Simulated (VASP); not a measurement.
# TiN: single point with PBEsol

TiN:

```xyz
2
Lattice="0.0000 2.0933 2.0933 2.0933 0.0000 2.0933 2.0933 2.0933 0.0000" Properties=species:S:1:pos:R:3 pbc="T T T"
Ti    0.0000    0.0000    0.0000
N     2.0933    2.0933    2.0933
```

This cell differs from its parent crystal: volume scaled by 0.96.

* Program: VASP 6.6.1
* Task: single point
* Functional: PBEsol
* Potentials or basis: VASP PAW PBE potentials, release 64 (Ti_sv, N)
* Cutoff: 600 eV
* k mesh: 13 × 13 × 13
* Occupations: fermi-dirac, width 0.05 eV
* Spin: no spin polarisation

```yaml
Pressure: 4.1 GPa
```

Levels at points of the mesh, in eV from the Fermi level:
```tsv
k point	band 6	band 7	band 8	band 9	band 10	band 11	band 12	band 13
(0.00, 0.00, 0.00)	-2.10	-2.10	-2.10	-0.70	-0.70	-0.70	0.58	0.58
```

Wall time 36 s on 1 thread of Intel Xeon 8259CL, with other jobs on the host, peak memory 0.16 GiB.

Caveat: the PAW data sets were made with another functional, which shifts forces and pressure a little.
